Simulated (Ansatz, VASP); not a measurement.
Two plane-wave programs on C

Contents of INCAR:

```
PREC = Accurate
ENCUT = 600
EDIFF = 1E-6
ISMEAR = -1
SIGMA = 0.1
LREAL = F
LASPH = T
NELM = 120
ALGO = Normal
ISIF = 2
LWAVE = F
LCHARG = T
GGA = PE
LELF = T
LVHAR = T
NBANDS = 11
GGA_COMPAT = F
```

KPOINTS

```
Automatic mesh
0
Gamma
  14 14 14
```

POSCAR

```
C
1.0
    0.0000000000      1.7834500000      1.7834500000
    1.7834500000      0.0000000000      1.7834500000
    1.7834500000      1.7834500000      0.0000000000
C
2
Direct
    0.5000000000      0.5000000000      0.5000000000
    0.7500000000      0.7500000000      0.7500000000
```

Input for Ansatz:

```yaml
crystal:
  lattice:
    - [0.0, 1.78345, 1.78345]
    - [1.78345, 0.0, 1.78345]
    - [1.78345, 1.78345, 0.0]
  atoms:
    - { symbol: C, position: [0.5, 0.5, 0.5] }
    - { symbol: C, position: [0.75, 0.75, 0.75] }
hamiltonian:
  xc: pbe
  pseudopotentials: { kind: paw }
basis:
  ecutwfc: 420
kpoints:
  mp_grid: { grid: [14, 14, 14] }
scf:
  occupations: { method: fermi_dirac, width: 0.1 }
  lower_state_search: "off"
output:
  forces: true
  stress: true
  write_density: true
  write_potential: true
  elf: true
  volumetric_format: npy
```

Alike in both runs: task single point; functional PBE; k mesh 14 × 14 × 14; occupations fermi-dirac, width 0.1 eV; no spin polarisation.

```csv
,VASP,Ansatz
version,VASP 6.6.1,Ansatz 0.2.0
potentials or method,"VASP PAW PBE potentials, release 64 (C), cutoff 600 eV","PAW, plane waves, scalar-relativistic"
valence electrons in the cell,8,8
```

```tsv
	VASP	Ansatz	Ansatz less VASP
gap on the k mesh at the Fermi level (eV)	4.13	4.14	+0.007
pressure (GPa)	1.7	1.7	0.00
```
